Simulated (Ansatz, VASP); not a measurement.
ReSb: VASP beside Ansatz

Contents of INCAR:

```
ALGO = Normal
EDIFF = 1E-7
ENCUT = 520
GGA = PE
ISIF = 2
ISMEAR = -1
LASPH = T
LCHARG = F
LREAL = F
LWAVE = F
NBANDS = 13
NELM = 100
PREC = Accurate
SIGMA = 0.08
```

The input KPOINTS:

```
k-points
0
Gamma
  12 12 12
```

POSCAR

```
ReSb
1.0
    0.0000000000      2.3090901639      2.3090901639
    2.3090901639      0.0000000000      2.3090901639
    2.3090901639      2.3090901639      0.0000000000
Re Sb
1 1
Direct
    0.0000000000      0.0000000000      0.0000000000
    0.2500000000      0.2500000000      0.2500000000
```

Input for Ansatz:

```yaml
crystal:
  lattice:
    - [0.0, 2.3090901639, 2.3090901639]
    - [2.3090901639, 0.0, 2.3090901639]
    - [2.3090901639, 2.3090901639, 0.0]
  atoms:
    - { symbol: Re, position: [0.0, 0.0, 0.0] }
    - { symbol: Sb, position: [0.25, 0.25, 0.25] }
kpoints:
  mp_grid: { grid: [12, 12, 12] }
scf:
  occupations: { method: fermi_dirac, width: 0.08 }
hamiltonian:
  xc: pbe
  pseudopotentials: { kind: nc }
output:
  forces: true
  stress: true
  eigenvalues: true
```

Change from the starting cell: volume scaled by 0.45, norm-conserving files.

Alike in both runs: task single point; functional PBE; k mesh 12 × 12 × 12; occupations fermi-dirac, width 0.08 eV; no spin polarisation.

|  | VASP | Ansatz |
| --- | --- | --- |
| version | VASP 6.6.1 | Ansatz 0.2.0 |
| potentials or method | VASP PAW PBE potentials, release 64 (Re, Sb) | norm-conserving pseudopotentials, scalar-relativistic |
| plane-wave cutoff (eV) | 520 | 1088 |
| valence electrons in the cell | 12 | 30 |

```tsv
	VASP	Ansatz	Ansatz less VASP
pressure (GPa)	401.8	433.8	+31.99
```

Both programs put the cell under a high pressure, so it lies far from rest at this level. The functional is the same, so the differences come from potentials, cutoffs and numerics. VASP's potentials hold 12 valence electrons a cell and Ansatz's 30, so a difference there can come from the potentials and not from the codes.

Spin-orbit coupling is off throughout. Noted on VASP's run: the cell as given lies far from equilibrium.
